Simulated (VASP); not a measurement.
Set up this calculation in VASP 6.6.1, as the native input.

| Property | Result |
| --- | --- |
| Task | single point |
| Functional | PBE |
| Potentials or basis | VASP PAW PBE potentials, release 64 (Ti_sv, O) |
| Cutoff | 520 eV |
| k mesh | 9 × 7 × 1 |
| Occupations | gaussian, width 0.1 eV |
| Spin | no spin polarisation |
| Dipole correction | yes |
| Further INCAR settings | ALGO = Normal; EDIFF = 1e-07; NBANDS = 35 |

The structure of Ti4O lies in POSCAR:

```
Ti4O
1.0
    2.9075446938      0.0000000000      0.0000000000
    0.0000000000      4.1118891392      0.0000000000
    0.0000000000      0.0000000000     19.6535692687
Ti O
4 1
Direct
    0.5000000000      0.5000000000      0.2035253722
    0.0000000000      0.0000000000      0.2774952616
    0.5000000000      0.5000000000      0.3439484703
    0.0000000000      0.0000000000      0.4148645550
    0.3333333333      0.3000000000      0.4474811764
```

The input as run:

INCAR

```
PREC     = Accurate       # precision mode
ENCUT    = 520            # plane-wave cutoff, eV
EDIFF    = 1E-7           # SCF threshold, eV
ISMEAR   = 0              # smearing method
SIGMA    = 0.1            # smearing width, eV
LREAL    = F              # projectors in reciprocal space
LASPH    = T              # aspherical terms in the spheres
NELM     = 80             # most SCF steps
ALGO     = Normal         # electronic algorithm
ISIF     = 2              # what is computed and relaxed
LWAVE    = F              # write WAVECAR
LCHARG   = T              # write CHGCAR
LDIPOL   = T            
IDIPOL   = 3            
DIPOL    = 0.5 0.5 0.337
GGA      = PE             # functional
LELF     = T              # ELF
LVHAR    = T            
LVACPOTAV= T            
NBANDS   = 35             # bands
```

KPOINTS

```
Automatic mesh
0
Gamma
  9 7 1
```

Potentials or basis: VASP PAW PBE potentials, release 64 (Ti_sv, O).

Run with:

```console
$ cat potpaw_PBE.64/Ti_sv/POTCAR potpaw_PBE.64/O/POTCAR > POTCAR
$ mpirun -np 1 vasp_std > vasp.out
```

It gave:

```json
{
 "Largest force": "3.142 eV/Å",
 "Band gap on the k mesh": "zero (bands 27 and 28 overlap by 0.33 eV)"
}
```

Wall time 17 min on 1 thread of Intel Xeon 8259CL, with other jobs on the host, peak memory 0.46 GiB.
